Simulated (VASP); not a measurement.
A run of VASP 6.6.1 is set up as follows.

The input INCAR:

```
PREC     = Accurate       # precision mode
ENCUT    = 520            # plane-wave cutoff, eV
EDIFF    = 1E-7           # SCF threshold, eV
ISMEAR   = -1             # smearing method
SIGMA    = 0.03           # smearing width, eV
LREAL    = False          # projectors in reciprocal space
LASPH    = True           # aspherical terms in the spheres
NELM     = 100            # most SCF steps
ALGO     = Normal         # electronic algorithm
ISIF     = 2              # what is computed and relaxed
LWAVE    = False          # write WAVECAR
LCHARG   = False          # write CHGCAR
GGA      = CA             # functional
NBANDS   = 12             # bands
```

Contents of KPOINTS:

```
regular mesh
0
Gamma
  15 15 15
```

The input POSCAR:

```
Au
1.0
    0.0000000000      2.0994568819      2.0994568819
    2.0994568819      0.0000000000      2.0994568819
    2.0994568819      2.0994568819      0.0000000000
Au
1
Direct
    0.0000000000      0.0000000000      0.0000000000
```

Potentials or basis: VASP PAW LDA potentials, release 64 (Au).

The run is started by

```bash
$ cat potpaw_LDA.64/Au/POTCAR > POTCAR
$ mpirun -np 1 vasp_std > vasp.out
```

(1) What does it give for the pressure?

Answers

(1) -15.3 GPa.
